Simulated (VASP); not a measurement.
Wanted: the native input for a VASP 6.6.1 run.

```yaml
Task: single point
Functional: LDA
Potentials_or_basis: VASP PAW LDA potentials, release 64 (Cu, I)
Cutoff: 520 eV
k_mesh: 6 × 6 × 8
Occupations: fermi-dirac, width 0.05 eV
Spin: no spin polarisation
Dipole_correction: no
Further_INCAR_settings: ALGO = Normal; EDIFF = 1e-06; NBANDS = 26
```

The structure of CuI lies in POSCAR:

```
CuI
1.0
    3.3405752516     -3.4722948300      0.0000000000
    3.3405752516      3.4722948300      0.0000000000
    0.0000000000      0.0000000000      4.2531224584
Cu I
2 2
Direct
    0.4149165983      0.5850834017      0.7500000000
    0.5850834017      0.4149165983      0.2500000000
    0.7838364990      0.2161635010      0.7500000000
    0.2161635010      0.7838364990      0.2500000000
```

One way to write it, as run:

INCAR

```
SYSTEM = CuI
  ALGO = Normal
  EDIFF = 1E-6
  ENCUT = 520
  ISIF = 2
  ISMEAR = -1
  LASPH = .True.
  LCHARG = .False.
  LREAL = .False.
  LWAVE = .False.
  NBANDS = 26
  NELM = 100
  PREC = Accurate
  SIGMA = 0.05
```

KPOINTS

```
k-points
0
Gamma
  6 6 8
  0 0 0
```

Potentials or basis: VASP PAW LDA potentials, release 64 (Cu, I).

Command:

```console
$ cat potpaw_LDA.64/Cu/POTCAR potpaw_LDA.64/I/POTCAR > POTCAR
$ mpirun -np 1 vasp_std > vasp.out
```

Results of the run:

- Pressure: 0.0 GPa
- Largest force: 0.022 eV/Å
- Band gap on the k mesh: 0.86 eV

Caveat: spin-orbit coupling is left out, which moves the levels of the heavy elements.

It took 81 s on 1 thread of AMD EPYC 9R45 96-Core Processor (Zen 5) (shared host), peak memory 0.24 GiB.
